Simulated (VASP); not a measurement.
Input of a VASP 6.6.1 run:

INCAR

```
SYSTEM = KF
ALGO = Normal ; EDIFF = 1E-6
ENCUT = 520 ; GGA = PE
ISIF = 2 ; ISMEAR = 0
LASPH = .True. ; LCHARG = .False.
LREAL = .False. ; LWAVE = .False.
NBANDS = 15 ; NELM = 80
PREC = Accurate ; SIGMA = 0.01
```

Contents of KPOINTS:

```
k-points
0
Gamma
  6 6 6
  0 0 0
```

Contents of POSCAR:

```
KF
1.0
    3.1788706815      0.0000000000      0.0000000000
    0.0000000000      3.1788706815      0.0000000000
    0.0000000000      0.0000000000      3.1788706815
K F
1 1
Direct
    0.0000000000      0.0000000000      0.0000000000
    0.5000000000      0.5000000000      0.5000000000
```

Potentials or basis: VASP PAW PBE potentials, release 64 (K_sv, F).

Run with:

```bash
$ cat potpaw_PBE.64/K_sv/POTCAR potpaw_PBE.64/F/POTCAR > POTCAR
$ mpirun -np 1 vasp_std > vasp.out
```

Problem. Estimate the pressure.

Solution. 3.0 GPa.

Problem. Estimate the band gap on the k mesh.

Solution. 6.80 eV (least direct gap 6.83 eV).

A k mesh can miss the band edges.
